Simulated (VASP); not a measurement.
Wanted: the native input for a VASP 6.6.1 run.

```
Task                   : single point
Functional             : PBEsol
Potentials or basis    : VASP PAW PBE potentials, release 64 (Cd, Se)
Cutoff                 : 520 eV
k mesh                 : 8 × 8 × 6
Occupations            : gaussian, width 0.05 eV
Spin                   : no spin polarisation
Dipole correction      : no
Further INCAR settings : ALGO = Normal; EDIFF = 1e-07; NBANDS = 26
```

The structure of CdSe lies in POSCAR:

```
CdSe
1.0
    0.0000000000     -3.0413096037     -3.0413096037
    0.0000000000      3.0413096037     -3.0413096037
    6.0826192074      0.0000000000      0.0000000000
Cd Se
2 2
Direct
    0.5132583733      0.5302426237      0.5000000000
   -0.0132583733     -0.0302426237      0.0000000000
    0.0324332515      0.5004473207      0.2500000000
    0.4675667485     -0.0004473207      0.7500000000
```

This cell differs from its parent crystal: atoms displaced along several vibrational modes.

These files were run (other wordings do the same):

INCAR

```
SYSTEM = CdSe
PREC = Accurate ; ENCUT = 520
EDIFF = 1E-7 ; ISMEAR = 0
SIGMA = 0.05 ; LREAL = .False.
LASPH = .True. ; NELM = 100
ALGO = Normal ; ISIF = 2
LWAVE = .False. ; LCHARG = .False.
GGA = PS ; NBANDS = 26
```

KPOINTS

```
Automatic mesh
0
Gamma
  8 8 6
  0 0 0
```

Potentials or basis: VASP PAW PBE potentials, release 64 (Cd, Se).

Run with:

```bash
$ cat potpaw_PBE.64/Cd/POTCAR potpaw_PBE.64/Se/POTCAR > POTCAR
$ mpirun -np 1 vasp_std > vasp.out
```

It gave:

- Pressure: 0.8 GPa
- Largest force: 0.975 eV/Å
- Band gap on the k mesh: 0.47 eV

Caveat: the cell differs from its parent crystal (atoms displaced along several vibrational modes); semilocal functionals underestimate gaps, and a narrow one can read as zero; the PAW data sets were made with another functional, which shifts forces and pressure a little.

Wall time 3.6 min on 1 thread of Oxide Virtual Turin-like Processor (shared host), peak memory 0.42 GiB.
